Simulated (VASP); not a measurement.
# H12SO8 in VASP: a series of runs, part 2 of 2

VASP 6.6.1.

### Step 4. Single point, PBE+D3(BJ)

INCAR

```
SYSTEM = H12SO8
  ALGO = Normal
  EDIFF = 1E-6
  ENCUT = 520
  GGA = PE
  GGA_COMPAT = .False.
  ISIF = 2
  ISMEAR = -1
  IVDW = 12
  LASPH = .True.
  LCHARG = .False.
  LREAL = .False.
  LWAVE = .False.
  NBANDS = 49
  NELM = 120
  PREC = Accurate
  SIGMA = 0.02
```

KPOINTS

```
k-points
0
Gamma
  1 1 1
  0 0 0
```

POSCAR

```
H12SO8
1.0
    6.5374560000      0.0000000000      0.0000000000
    0.0000000000      6.5374560000      0.0000000000
    0.0000000000      0.0000000000      6.5374560000
O H S
8 12 1
Direct
    0.9141017546      0.4264196960      0.3081626859
    0.6871021388      0.7199283636      1.0836325323
    0.6084018003     -0.1030217259      0.5405619556
    0.8415658935      0.1113735985      0.9655590799
    0.3101971164      0.6014572029      0.3840484739
    0.6805552496      0.3850121515      0.6463370461
    0.1698673001      0.4222131667      0.8755699465
    0.2257300087      0.1428384375      0.6248608021
    1.0567260414      0.4703817509      0.3328511886
    0.9138570110      0.3014628320      0.2207280630
    0.7963189351      0.6243254257      1.1278546272
    0.5702065146      0.6738859887      1.1660499130
    0.7272094833     -0.0815301854      0.4511999775
    0.5631548419      0.0286043990      0.5883634245
    0.7590873269      0.1819668079      0.8632256951
    0.7887012930     -0.0271818273      0.9892380155
    0.3258912947      0.4920568490      0.4789018848
    0.3532719761      0.7304676314      0.4521330622
    0.6671402454      0.5126153048      0.7234924411
    0.7735883806      0.4076662237      0.5251890032
    0.2276267710      0.2111065834      0.8369004702
```

Potentials or basis: VASP PAW PBE potentials, release 64 (O, H, S).

Launch:

```
$ cat potpaw_PBE.64/O/POTCAR potpaw_PBE.64/H/POTCAR potpaw_PBE.64/S/POTCAR > POTCAR
$ mpirun -np 1 vasp_gam > vasp.out
```

OUTCAR:

```text
SYSTEM = H12SO8
   EDIFF = 1E-6
   ENCUT = 520
   GGA = PE
   ISIF = 2
   ISMEAR = -1
   IVDW = 12
   LASPH = .True.
   LREAL = .False.
   NELM = 120
   PREC = Accurate
 IVDW          = 12

 ion  position               nearest neighbor table
   1  0.914  0.426  0.308-   9 0.99  10 1.00
   2  0.687  0.720  0.084-  12 0.98  11 0.99
   3  0.608  0.897  0.541-  14 0.96  13 0.98
   4  0.842  0.111  0.966-  15 0.98  16 0.98
   5  0.310  0.601  0.384-  17 0.95  18 0.99
   6  0.681  0.385  0.646-  19 0.98  20 1.01
   7  0.170  0.422  0.876-  21 1.45
   8  0.226  0.143  0.625-  21 1.46
   9  0.057  0.470  0.333-   1 0.99
  10  0.914  0.301  0.221-   1 1.00
  11  0.796  0.624  0.128-   2 0.99
  12  0.570  0.674  0.166-   2 0.98
  13  0.727  0.918  0.451-   3 0.98
  14  0.563  0.029  0.588-   3 0.96
  15  0.759  0.182  0.863-   4 0.98
  16  0.789  0.973  0.989-   4 0.98
  17  0.326  0.492  0.479-   5 0.95
  18  0.353  0.730  0.452-   5 0.99
  19  0.667  0.513  0.723-   6 0.98
  20  0.774  0.408  0.525-   6 1.01
  21  0.228  0.211  0.837-   7 1.45   8 1.46

  LATTYP: Found a simple cubic cell.
 ALAT       =     6.5374560000

  Lattice vectors:

 A1 = (   6.5374560000,   0.0000000000,   0.0000000000)
 A2 = (   0.0000000000,   6.5374560000,   0.0000000000)
 A3 = (   0.0000000000,   0.0000000000,   6.5374560000)

Analysis of symmetry for initial positions (statically):
=====================================================================
 Subroutine PRICEL returns:
 Original cell was already a primitive cell.

 Routine SETGRP: Setting up the symmetry group for a
 simple cubic supercell.

 Subroutine GETGRP returns: Found  1 space group operations
 (whereof  1 operations were pure point group operations)
 out of a pool of 48 trial point group operations.

The static configuration has the point symmetry C_1 .

Analysis of symmetry for dynamics (positions and initial velocities):
=====================================================================
 Subroutine PRICEL returns:
 Original cell was already a primitive cell.

 Routine SETGRP: Setting up the symmetry group for a
 simple cubic supercell.

 Subroutine GETGRP returns: Found  1 space group operations
 (whereof  1 operations were pure point group operations)
 out of a pool of 48 trial point group operations.

The dynamic configuration has the point symmetry C_1 .

 Subroutine INISYM returns: Found  1 space group operations
 (whereof  1 operations are pure point group operations),
 and found     1 'primitive' translations

----------------------------------------------------------------------------------------

                                     Primitive cell

  volume of cell :     279.4000

  direct lattice vectors                    reciprocal lattice vectors
     6.537456000  0.000000000  0.000000000     0.152964701  0.000000000  0.000000000
     0.000000000  6.537456000  0.000000000     0.000000000  0.152964701  0.000000000
     0.000000000  0.000000000  6.537456000     0.000000000  0.000000000  0.152964701

  length of vectors
     6.537456000  6.537456000  6.537456000     0.152964701  0.152964701  0.152964701

  position of ions in fractional coordinates (direct lattice)
     0.914101755  0.426419696  0.308162686
     0.687102139  0.719928364  0.083632532
     0.608401800  0.896978274  0.540561956
     0.841565893  0.111373599  0.965559080
     0.310197116  0.601457203  0.384048474
     0.680555250  0.385012151  0.646337046
[... 13 lines left out ...]
     0.773588381  0.407666224  0.525189003
     0.227626771  0.211106583  0.836900470

  ion indices of the primitive-cell ions
   primitive index   ion index
                 1           1
                 2           2
                 3           3
                 4           4
                 5           5
                 6           6
[... 13 lines left out ...]
                20          20
                21          21

----------------------------------------------------------------------------------------

 KPOINTS: k-points

Automatic generation of k-mesh.
 Grid dimensions read from file:
 generate k-points for:    1    1    1

 Generating k-lattice:

  Cartesian coordinates                     Fractional coordinates (reciprocal lattice)
     0.152964701  0.000000000  0.000000000     1.000000000  0.000000000  0.000000000
     0.000000000  0.152964701  0.000000000     0.000000000  1.000000000  0.000000000
     0.000000000  0.000000000  0.152964701     0.000000000  0.000000000  1.000000000

  Length of vectors
     0.152964701  0.152964701  0.152964701

  Shift w.r.t. Gamma in fractional coordinates (k-lattice)
     0.000000000  0.000000000  0.000000000

 Subroutine IBZKPT returns following result:
 ===========================================

 Found      1 irreducible k-points:

 Following reciprocal coordinates:
            Coordinates               Weight
  0.000000  0.000000  0.000000      1.000000
   k-points           NKPTS =      1   k-points in BZ     NKDIM =      1   number of bands    NBANDS=     49
   number of dos      NEDOS =    301   number of ions     NIONS =     21
   total plane-waves  NPLWV = 125000
   dimension x,y,z NGX =    50 NGY =   50 NGZ =   50
   dimension x,y,z NGXF=   100 NGYF=  100 NGZF=  100
   ions per type =               8  12   1
   NGX,Y,Z   is equivalent  to a cutoff of  12.71, 12.71, 12.71 a.u.
   NGXF,Y,Z  is equivalent  to a cutoff of  25.43, 25.43, 25.43 a.u.
 SYSTEM =  H12SO8
   PREC   = accura    normal or accurate (medium, high low for compatibility)
   ISTART =      0    job   : 0-new  1-cont  2-samecut
   ICHARG =      2    charge: 1-file 2-atom 10-const
   ISPIN  =      1    spin polarized calculation?
   LNONCOLLINEAR =      F non collinear calculations
   LSORBIT =      F    spin-orbit coupling
   LASPH  =      T    aspherical Exc in radial PAW
   ENCUT  =  520.0 eV  38.22 Ry    6.18 a.u.  12.16 12.16 12.16*2*pi/ulx,y,z
   NELM   =    120;   NELMIN=  2; NELMDL= -5     # of ELM steps
   EDIFF  = 0.1E-05   stopping-criterion for ELM
   LREAL  =      F    real-space projection
   EDIFFG = 0.1E-04   stopping-criterion for IOM
   NSW    =      0    number of steps for IOM
   IBRION =     -1    ionic relax: 0-MD 1-quasi-New 2-CG
   NFREE  =      0    steps in history (QN), initial steepest desc. (CG)
   ISIF   =      2    stress and relaxation
   ISYM   =      2    0-nonsym 1-usesym 2-fastsym
   POTIM  = 0.5000    time-step for ionic-motion
   TEBEG  =    0.0;   TEEND  =   0.0 temperature during run
   PSTRESS=    0.0 pullay stress
   NELECT =      66.0000    total number of electrons
   NUPDOWN=      -1.0000    fix difference up-down
   EMIN   =  10.00;   EMAX   =-10.00  energy-range for DOS
   EFERMI =   0.00;   METHOD = LEGACY
   ISMEAR =    -1;   SIGMA  =   0.02  broadening in eV -4-tet -1-fermi 0-gaus
   EFERMI_NEDOS =   21; number of points for ismear=-14 and -15
   IALGO  =     38    algorithm
   IMIX   =      4    mixing-type and parameters
     AMIX     =   0.40;   BMIX     =  1.00
     AMIX_MAG =   1.60;   BMIX_MAG =  1.00
  volume/ion in A,a.u.               =      13.30        89.78
  Fermi-wavevector in a.u.,A,eV,Ry     =   1.012000  1.912404 13.934337  1.024145
  Thomas-Fermi vector in A             =   2.145084
   LORBIT       =      0    0 simple, 1 ext, 2 COOP (PROOUT), +10 PAW based schemes
   GGA     = PE    functional components
   LHFCALC =     F    Hartree Fock is set to
   AEXX    =    0.0000 exact exchange contribution
   IVDW    =    12    specifies the selected vdW correction
   LEPSILON=     F    determine dielectric tensor
   LRPA    =     F    only Hartree local field effects (RPA)
 non-spin polarized calculation
  energy-cutoff  :      520.00
  volume of cell :      279.40
 maximum number of plane-waves:      3749
 NGX is ok and might be reduce to    50
   NGX = 25   NGY = 25   NGZ = 25

 number of electron      66.0000002 magnetization

 Free energy of the ion-electron system (eV)
  ---------------------------------------------------
  ext. energy  EPLUGINS =         0.00000000
  ---------------------------------------------------
  free energy    TOTEN  =      -104.90248265 eV

  energy without entropy =     -104.90248265  energy(sigma->0) =     -104.90248265

 E-fermi :  -3.3432     XC(G=0):  -6.3803

 val. band max:       -3.8566374846   @ k =   0.0000   0.0000   0.0000
 cond. band min:      -0.8253980330   @ k =   0.0000   0.0000   0.0000
 fundamental gap:      3.0312394517
 Fermi energy:        -3.3432405161

 k-point     1 :       0.0000    0.0000    0.0000
  band No.  band energies     occupation
      1     -25.2778      2.00000
      2     -22.8308      2.00000
      3     -22.4342      2.00000
      4     -22.1621      2.00000
      5     -22.0957      2.00000
      6     -21.9789      2.00000
[... 37 lines left out ...]
     44       6.4793      0.00000
     45       6.7274      0.00000
 [bands above 45 left out]

------------------------ aborting loop because EDIFF is reached ----------------------------------------

 Edisp (eV)   -0.75283

 E8    (eV) :    -0.1714

  FORCE on cell =-STRESS in cart. coord.  units (eV):
  Direction    XX          YY          ZZ          XY          YZ          ZX
  --------------------------------------------------------------------------------------
  -------------------------------------------------------------------------------------
  Total      -2.83579    -2.57857    -1.87557    -1.20445    -1.08817     0.87473
  in kB     -16.26141   -14.78644   -10.75520    -6.90672    -6.23994     5.01602
  external pressure =      -13.93 kB  Pullay stress =        0.00 kB

 VOLUME and BASIS-vectors are now :
 -----------------------------------------------------------------------------
  energy-cutoff  :      520.00
  volume of cell :      279.40
      direct lattice vectors                 reciprocal lattice vectors
     6.537456000  0.000000000  0.000000000     0.152964701  0.000000000  0.000000000
     0.000000000  6.537456000  0.000000000     0.000000000  0.152964701  0.000000000
     0.000000000  0.000000000  6.537456000     0.000000000  0.000000000  0.152964701

 POSITION                                       TOTAL-FORCE (eV/Angst)
 -----------------------------------------------------------------------------------
      5.97590      2.78770      2.01460        -0.004896     -0.540579     -0.400587
      4.49190      4.70650      0.54674         0.205272     -0.362907      0.066994
      3.97740      5.86396      3.53390         0.276069     -0.648520     -0.342961
      5.50170      0.72810      6.31230         0.599456      0.180774      0.616860
      2.02790      3.93200      2.51070        -0.333715      1.224117     -0.910353
      4.44910      2.51700      4.22540        -0.043845     -0.161772      0.177652
[... 13 lines left out ...]
      5.05730      2.66510      3.43340        -0.298798      0.092310      0.487774
      1.48810      1.38010      5.47120        -0.498742      0.227817      0.107362
 -----------------------------------------------------------------------------------
    total drift:                                0.000381     -0.001934      0.000934

  FREE ENERGIE OF THE ION-ELECTRON SYSTEM (eV)
  ---------------------------------------------------
  free  energy   TOTEN  =      -105.6553162370 eV

  energy  without entropy=     -105.6553162370  energy(sigma->0) =     -105.65531624
```

Wall time 19 s (1 thread of Intel Xeon 6975P-C (Granite Rapids), shared host); peak memory 0.33 GiB.

Results:

```
Free energy                : -105.6553 eV
Pressure                   : -1.4 GPa
Largest force              : 1.562 eV/Å
Band gap on the k mesh     : 3.03 eV
Dispersion energy per atom : -0.036 eV
```

Forces on the atoms (eV/Å):
```
O   -0.005 -0.541 -0.401
O    0.205 -0.363  0.067
O    0.276 -0.649 -0.343
O    0.599  0.181  0.617
O   -0.334  1.224 -0.910
O   -0.044 -0.162  0.178
O    0.248 -0.219 -0.047
O    0.114  0.015  0.007
H   -0.108  0.063 -0.236
H    0.093  0.610  0.252
H   -0.208  0.147  0.063
H   -0.028  0.193 -0.105
H   -0.502  0.065  0.257
H    0.022  0.598 -0.071
H   -0.089  0.193 -0.455
H   -0.306 -0.242 -0.035
H    0.600 -0.628  0.966
H    0.049 -0.722 -0.091
H    0.213 -0.086 -0.306
H   -0.299  0.092  0.488
S   -0.499  0.228  0.107
```

Stress tensor (GPa, compression positive):
```
-1.63 -0.69  0.50
-0.69 -1.48 -0.62
 0.50 -0.62 -1.08
```

Caveat: the k points lie up to 0.96 Å⁻¹ apart.

### Step 5. Single point, PBE+D3(BJ)

INCAR

```
SYSTEM = H12SO8
PREC = Accurate
ENCUT = 520
EDIFF = 1E-6
ISMEAR = -1
SIGMA = 0.02
LREAL = .False.
LASPH = .True.
NELM = 120
ALGO = Normal
ISIF = 2
LWAVE = .False.
LCHARG = .True.
GGA = PE
IVDW = 12
LELF = .True.
LVHAR = .True.
NBANDS = 49
GGA_COMPAT = .False.
```

KPOINTS

```
regular mesh
0
Gamma
  1 1 1
  0 0 0
```

POSCAR

```
H12SO8
1.0
    6.5374560000      0.0000000000      0.0000000000
    0.0000000000      6.5374560000      0.0000000000
    0.0000000000      0.0000000000      6.5374560000
O H S
8 12 1
Direct
    0.8908817130      0.4363624015      0.2847896797
    0.7226511352      0.7819861426      1.1457667937
    0.5794914719     -0.1406357458      0.5163476435
    0.8528852814      0.1598022228      0.9911653707
    0.3035584484      0.5496939482      0.3275892029
    0.6613122903      0.3714747755      0.6356142206
    0.2010873955      0.4387027614      0.8440592181
    0.2359480507      0.0967501732      0.6759204192
    1.0422096914      0.4727985932      0.2871759290
    0.8754016853      0.3210117208      0.1804524573
    0.7740472747      0.6429565262      1.1823712466
    0.6155758448      0.7641810515      1.0368865198
    0.6268340468     -0.1449646468      0.3745187731
    0.5187032999     -0.0052313928      0.5310934406
    0.7630338162      0.1780968010      0.8771607794
    0.8350343008      0.0143480889      1.0252764990
    0.3926909795      0.4597660007      0.4164311010
    0.3011263097      0.6630407914      0.4234980702
    0.6614805515      0.5070015003      0.6955916797
    0.7511637554      0.3949089676      0.5059460438
    0.2311602556      0.2200703148      0.8646941563
```

Launch:

```
$ cat potpaw_PBE.64/O/POTCAR potpaw_PBE.64/H/POTCAR potpaw_PBE.64/S/POTCAR > POTCAR
$ mpirun -np 1 vasp_gam > vasp.out
```

Run time: 23 s. Hardware: 1 thread of Intel Xeon 6975P-C (Granite Rapids), shared host; peak memory 0.33 GiB.

Results (log left out):

```yaml
Free_energy: -105.5329 eV
Pressure: -1.3 GPa
Largest_force: 1.969 eV/Å
Band_gap_on_the_k_mesh: 2.78 eV
Dispersion_energy_per_atom: -0.036 eV
```

Forces on the atoms (eV/Å):
```
O    0.594 -0.349 -0.604
O   -0.948  0.392 -1.680
O   -0.435  0.342  0.642
O    0.534 -0.570  0.656
O    0.718 -1.076  1.041
O    0.751  0.086 -1.322
O    0.031 -0.173  0.049
O   -0.051  0.636  0.903
H   -0.692 -0.266  0.253
H    0.076  0.769  0.604
H    0.292 -0.316  0.091
H    0.864 -0.087  1.167
H    0.207 -0.195 -0.371
H   -0.022 -0.166  0.179
H   -0.606  0.784 -1.352
H    0.102 -0.410  0.552
H   -0.679  0.258 -0.934
H   -0.077  0.822 -0.033
H   -0.119  0.286  0.064
H   -0.538 -0.410  1.152
S   -0.002 -0.359 -1.055
```

Stress tensor (GPa, compression positive):
```
-1.77 -0.48 -0.55
-0.48 -0.39  0.35
-0.55  0.35 -1.82
```

Levels at points of the mesh, in eV from the valence-band top:
```tsv
k point	band 31	band 32	band 33	band 34	band 35	band 36
(0.00, 0.00, 0.00)	-0.63	-0.58	0.00	2.78	4.70	6.83
```

Caveat: the k points lie up to 0.96 Å⁻¹ apart.

### Step 6. Single point, PBE+D3(BJ)

Edit INCAR of step 5 so:

```diff
@@ -12,7 +12,5 @@
 LWAVE = .False.
-LCHARG = .True.
+LCHARG = .False.
 GGA = PE
 IVDW = 12
-LELF = .True.
-LVHAR = .True.
 NBANDS = 49
```

KPOINTS

```
Automatic mesh
0
Gamma
  1 1 1
  0 0 0
```

POSCAR

```
H12SO8
1.0
    6.5374560000      0.0000000000      0.0000000000
    0.0000000000      6.5374560000      0.0000000000
    0.0000000000      0.0000000000      6.5374560000
O H S
8 12 1
Direct
    0.9080902418      0.4823894799      0.3009580485
    0.7464983321      0.8265294634      1.1156633406
    0.4916591408     -0.2049268095      0.5126611942
    0.8633480669      0.2097910869      0.9635858352
    0.3125068834      0.4874985009      0.3218683231
    0.6679356618      0.3545874726      0.6293120749
    0.2270760981      0.4428939942      0.8206250260
    0.2399251330      0.0780425903      0.7134732532
    1.0625998859      0.5009135052      0.3084227259
    0.8933291482      0.3841096598      0.1905175346
    0.8322962327      0.7144675238      1.1759773221
    0.6332585642      0.7442497510      1.0776363160
    0.5907343774     -0.1066010999      0.4628252947
    0.3961020923     -0.1224482429      0.5920192809
    0.7872328319      0.2659444285      0.8365027619
    0.8214816283      0.0621036685      0.9789128982
    0.3563771596      0.3679871803      0.3983506734
    0.3493254869      0.6076216804      0.4058153508
    0.5960881419      0.4826801129      0.6591554880
    0.7638904185      0.4020065298      0.5304815818
    0.2312520344      0.2265101287      0.8811531580
```

Potentials or basis: VASP PAW PBE potentials, release 64 (O, H, S).

Launch:

```
$ cat potpaw_PBE.64/O/POTCAR potpaw_PBE.64/H/POTCAR potpaw_PBE.64/S/POTCAR > POTCAR
$ mpirun -np 1 vasp_gam > vasp.out
```

It took 20 s on 1 thread of Intel Xeon 6975P-C (Granite Rapids), shared host; peak memory 0.33 GiB.

The run converged. Its results:

```
Free energy                : -105.7830 eV
Pressure                   : -0.3 GPa
Largest force              : 2.269 eV/Å
Band gap on the k mesh     : 3.41 eV
Dispersion energy per atom : -0.036 eV
```

Forces on the atoms (eV/Å):
```
O    0.648  0.714  0.289
O    1.167  0.216  0.396
O   -0.098 -0.085  0.440
O   -0.552 -0.363 -0.666
O   -0.353 -0.056 -0.281
O   -1.228 -0.085  1.386
O    0.073 -1.082  0.302
O    0.027  0.194  0.115
H   -0.431 -0.326  0.191
H   -0.320 -0.540 -0.506
H    0.145  0.261  0.151
H   -1.428 -0.407 -0.530
H    0.251 -0.046 -0.420
H   -0.207  0.221  0.268
H    0.474 -0.293  0.577
H    0.180  0.546  0.253
H    0.041  0.014  0.170
H    0.518 -0.018 -0.144
H   -0.178 -0.114  0.149
H    1.533  0.302 -1.644
S   -0.262  0.947 -0.494
```

Stress tensor (GPa, compression positive):
```
 0.76  0.54 -0.38
 0.54 -1.75  0.96
-0.38  0.96  0.14
```

Levels at points of the mesh, in eV from the valence-band top:
```csv
k point,band 29,band 30,band 31,band 32,band 33,band 34,band 35,band 36,band 37,band 38
"(0.00, 0.00, 0.00)",-0.73,-0.39,-0.23,-0.21,0.00,3.41,5.25,7.19,7.71,8.18
```

Caveat: the k points lie up to 0.96 Å⁻¹ apart.
